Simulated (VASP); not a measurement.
Runs of VASP 6.6.1 on Mo. The structure is that of space group I4/mmm (No. 139), or close to it. The cells are those of the table. 

| cell | gap on the mesh (eV) | pressure (GPa) |
| --- | --- | --- |
| a = 2.902, b = 2.902, c = 2.761 Å, angles 61.6, 61.6, 56.8°, 1 atom | none | -6.2 |
| a = 2.815, b = 2.815, c = 2.930 Å, angles 58.6, 58.6, 62.7°, 1 atom | none | -6.3 |
| a = 2.776, b = 2.776, c = 3.096 Å, angles 56.1, 56.1, 67.8°, 1 atom | none | (a) |
| a = 3.028, b = 3.028, c = 2.611 Å, angles 64.5, 64.5, 51.1°, 1 atom | none | -3.9 |

Alike in all rows: task single point; level r2SCAN; potentials or basis VASP PAW PBE potentials, release 64 (Mo_sv); no spin polarisation; k mesh 22 × 22 × 22; cutoff (eV) 520; smearing gaussian 0.15 eV.

**Question.** Estimate the missing entries.

**Answer.** (a) -9.2.

Caveats: the PAW data sets were made with another functional, which shifts forces and pressure a little.

A k mesh can miss the band edges, and the runs leave out spin-orbit coupling on Mo.

A gap of «none» marks levels without a gap at the run's occupations.
